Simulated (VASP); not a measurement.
# B3C2Br (P-6m2) in VASP: single point with PBE

Aim: the single point of B3C2Br with PBE.

All numbers are computed with VASP 6.6.1; they aren't measurements. Logs are shortened: lines on timing, memory, paths and dates and some standing lists are left out, and cuts for length are marked.

### 1 The cell of the first run

It takes space group P-6m2 (No. 187, hexagonal). The conventional cell has a = 3.614 Å, b = 3.614 Å, c = 7.238 Å, α = 90.00°, β = 90.00°, γ = 120.00°. B (site symmetry -6m2) has 3 B at 2.09 Å within 2.8 Å. B (site symmetry -6m2) has 3 Br at 2.09 Å and 6 C at 2.70 Å within 2.8 Å. Within 2.8 Å of B (site symmetry -6m2) lie 3 B at 2.09 Å. Within 3.6 Å of C (site symmetry 3m) lie 3 Br at 2.70 Å and 9 B at 2.70 to 2.82 Å and 1 C at 3.44 Å. Within 2.8 Å of Br (site symmetry -6m2) lie 3 B at 2.09 Å and 6 C at 2.70 Å.

### 2 Single point, PBE

The input, INCAR:

```
SYSTEM = B3C2Br
PREC = Accurate ; ENCUT = 520
EDIFF = 1E-6 ; ISMEAR = 0
SIGMA = 0.1 ; LREAL = .FALSE.
LASPH = .TRUE. ; NELM = 60
ALGO = Normal ; ISIF = 2
LWAVE = .FALSE. ; LCHARG = .TRUE.
GGA = PE ; LELF = .TRUE.
LVHAR = .TRUE. ; NBANDS = 21
```

The input, KPOINTS:

```
Automatic mesh
0
G
  6 6 4
  0 0 0
```

The input, POSCAR:

```
B3C2Br
1.0
    3.6136278900      0.0000000000      0.0000000000
   -1.8068139400      3.1294935500      0.0000000000
    0.0000000000      0.0000000000      7.2375653600
B C Br
3 2 1
Direct
    0.0000000000      0.0000000000      0.5000000000
    0.3333333300      0.6666666700      0.0000000000
    0.3333333300      0.6666666700      0.5000000000
    0.6666666700      0.3333333300      0.2376510100
    0.6666666700      0.3333333300      0.7623489900
    0.0000000000      0.0000000000      0.0000000000
```

Potentials or basis: VASP PAW PBE potentials, release 64 (B, C, Br).

On the command line:

```sh
$ cat potpaw_PBE.64/B/POTCAR potpaw_PBE.64/C/POTCAR potpaw_PBE.64/Br/POTCAR > POTCAR
$ mpirun -np 1 vasp_std > vasp.out
```

OUTCAR:

```text
SYSTEM = B3C2Br
   PREC = Accurate
   ENCUT = 520
   EDIFF = 1E-6
   ISMEAR = 0
   LREAL = .FALSE.
   LASPH = .TRUE.
   NELM = 60
   ISIF = 2
   GGA = PE

 ion  position               nearest neighbor table
   1  0.000  0.000  0.500-   3 2.09   3 2.09   3 2.09
   2  0.333  0.667  0.000-   6 2.09   6 2.09   6 2.09
   3  0.333  0.667  0.500-   1 2.09   1 2.09   1 2.09
   4  0.667  0.333  0.238-
   5  0.667  0.333  0.762-
   6  0.000  0.000  0.000-   2 2.09   2 2.09   2 2.09

  LATTYP: Found a hexagonal cell.
 ALAT       =     3.6136278900
 C/A-ratio  =     2.0028529722

  Lattice vectors:

 A1 = (   3.6136278900,   0.0000000000,   0.0000000000)
 A2 = (  -1.8068139400,   3.1294935500,   0.0000000000)
 A3 = (   0.0000000000,   0.0000000000,   7.2375653600)

Analysis of symmetry for initial positions (statically):
=====================================================================
 Subroutine PRICEL returns:
 Original cell was already a primitive cell.

 Routine SETGRP: Setting up the symmetry group for a
 hexagonal supercell.

 Subroutine GETGRP returns: Found 12 space group operations
 (whereof 12 operations were pure point group operations)
 out of a pool of 24 trial point group operations.

The static configuration has the point symmetry D_3h.

Analysis of symmetry for dynamics (positions and initial velocities):
=====================================================================
 Subroutine PRICEL returns:
 Original cell was already a primitive cell.

 Routine SETGRP: Setting up the symmetry group for a
 hexagonal supercell.

 Subroutine GETGRP returns: Found 12 space group operations
 (whereof 12 operations were pure point group operations)
 out of a pool of 24 trial point group operations.

The dynamic configuration has the point symmetry D_3h.

 Subroutine INISYM returns: Found 12 space group operations
 (whereof 12 operations are pure point group operations),
 and found     1 'primitive' translations

----------------------------------------------------------------------------------------

                                     Primitive cell

  volume of cell :      81.8484

[... 90 lines left out ...]
   ENCUT  =  520.0 eV  38.22 Ry    6.18 a.u.   6.72  6.72 13.46*2*pi/ulx,y,z
   NELM   =     60;   NELMIN=  2; NELMDL= -5     # of ELM steps
   EDIFF  = 0.1E-05   stopping-criterion for ELM
   LREAL  =      F    real-space projection
   EDIFFG = 0.1E-04   stopping-criterion for IOM
   NSW    =      0    number of steps for IOM
   IBRION =     -1    ionic relax: 0-MD 1-quasi-New 2-CG
   NFREE  =      0    steps in history (QN), initial steepest desc. (CG)
   ISIF   =      2    stress and relaxation
   ISYM   =      2    0-nonsym 1-usesym 2-fastsym
   POTIM  = 0.5000    time-step for ionic-motion
   TEBEG  =    0.0;   TEEND  =   0.0 temperature during run
   PSTRESS=    0.0 pullay stress
   NELECT =      24.0000    total number of electrons
   NUPDOWN=      -1.0000    fix difference up-down
   EMIN   =  10.00;   EMAX   =-10.00  energy-range for DOS
   EFERMI =   0.00;   METHOD = LEGACY
   ISMEAR =     0;   SIGMA  =   0.10  broadening in eV -4-tet -1-fermi 0-gaus
   EFERMI_NEDOS =   21; number of points for ismear=-14 and -15
   IALGO  =     38    algorithm
   IMIX   =      4    mixing-type and parameters
     AMIX     =   0.40;   BMIX     =  1.00
     AMIX_MAG =   1.60;   BMIX_MAG =  1.00
  volume/ion in A,a.u.               =      13.64        92.06
  Fermi-wavevector in a.u.,A,eV,Ry     =   1.087615  2.055295 16.094423  1.182907
  Thomas-Fermi vector in A             =   2.223778
   LORBIT       =      0    0 simple, 1 ext, 2 COOP (PROOUT), +10 PAW based schemes
   GGA     = PE    functional components
   LHFCALC =     F    Hartree Fock is set to
   AEXX    =    0.0000 exact exchange contribution
   IVDW    =     0    specifies the selected vdW correction
   LEPSILON=     F    determine dielectric tensor
   LRPA    =     F    only Hartree local field effects (RPA)
 non-spin polarized calculation
 Gauss-broadening in eV      SIGMA  =   0.10
  energy-cutoff  :      520.00
  volume of cell :       81.85
 maximum number of plane-waves:      2246
 NGX is ok and might be reduce to    28
   NGX = 13   NGY = 13   NGZ = 27

 number of electron      23.9999997 magnetization

 Free energy of the ion-electron system (eV)
  ---------------------------------------------------
  ext. energy  EPLUGINS =         0.00000000
  ---------------------------------------------------
  free energy    TOTEN  =       -20.35908279 eV

  energy without entropy =      -20.34345309  energy(sigma->0) =      -20.35126794

 E-fermi :   3.3082     XC(G=0): -10.0870

 val. band max:        3.2875563910   @ k =   0.3333   0.3333   0.0000
 cond. band min:       3.3803896063   @ k =   0.3333  -0.0000   0.2500
 fundamental gap:      0.0928332153
 Fermi energy:         3.3082143403

 k-point     1 :       0.0000    0.0000    0.0000
  band No.  band energies     occupation
      1     -15.7666      2.00000
      2      -7.1960      2.00000
      3      -7.0599      2.00000
      4      -3.4023      2.00000
      5      -2.6576      2.00000
      6      -2.6576      2.00000
[... 493 lines left out ...]
     20       7.5510      0.00000
     21      10.6422      0.00000

------------------------ aborting loop because EDIFF is reached ----------------------------------------

  FORCE on cell =-STRESS in cart. coord.  units (eV):
  Direction    XX          YY          ZZ          XY          YZ          ZX
  --------------------------------------------------------------------------------------
  -------------------------------------------------------------------------------------
  Total       -8.3177375     -8.3177375     -8.1376707     -0.0000000      0.0000000      0.0000000
  in kB     -162.8192703   -162.8192701   -159.2944727     -0.0000003      0.0000000      0.0000000
  external PRESSURE =    -161.6443377 kB  Pullay stress =       0.0000000 kB

 VOLUME and BASIS-vectors are now :
 -----------------------------------------------------------------------------
  energy-cutoff  :      520.00
  volume of cell :       81.85
      direct lattice vectors                 reciprocal lattice vectors
     3.613627890  0.000000000  0.000000000     0.276730209  0.159770260  0.000000000
    -1.806813940  3.129493550  0.000000000     0.000000000  0.319540521  0.000000000
     0.000000000  0.000000000  7.237565360     0.000000000  0.000000000  0.138168010

 POSITION                                       TOTAL-FORCE (eV/Angst)
 -----------------------------------------------------------------------------------
      0.00000      0.00000      3.61878        -0.000000      0.000000      0.000000
     -0.00000      2.08633      0.00000         0.000000      0.000000      0.000000
     -0.00000      2.08633      3.61878         0.000000      0.000000      0.000000
      1.80681      1.04316      1.72001         0.000000     -0.000000      0.572052
      1.80681      1.04316      5.51755         0.000000     -0.000000     -0.572052
      0.00000      0.00000      0.00000        -0.000000      0.000000      0.000000
 -----------------------------------------------------------------------------------
    total drift:                               -0.000009      0.000005     -0.000000

  FREE ENERGIE OF THE ION-ELECTRON SYSTEM (eV)
  ---------------------------------------------------
  free  energy   TOTEN  =       -20.3590827940 eV

  energy  without entropy=      -20.3434530868  energy(sigma->0) =      -20.35126794
```

Run time: 27 s. Hardware: 1 thread of Intel Xeon Platinum 8488C (Sapphire Rapids), shared host; peak memory 0.2 GiB.

Results:

```
Free energy            : -20.3591 eV
Pressure               : -16.2 GPa
Largest force          : 0.572 eV/Å
Band gap on the k mesh : zero (band 12 reaches 3.61 eV, above the bottom of band 13 at 3.14 eV)
```

Forces on the atoms (eV/Å):
```
B    0.000  0.000  0.000
B    0.000  0.000  0.000
B    0.000  0.000  0.000
C    0.000  0.000  0.572
C    0.000  0.000 -0.572
Br   0.000  0.000  0.000
```
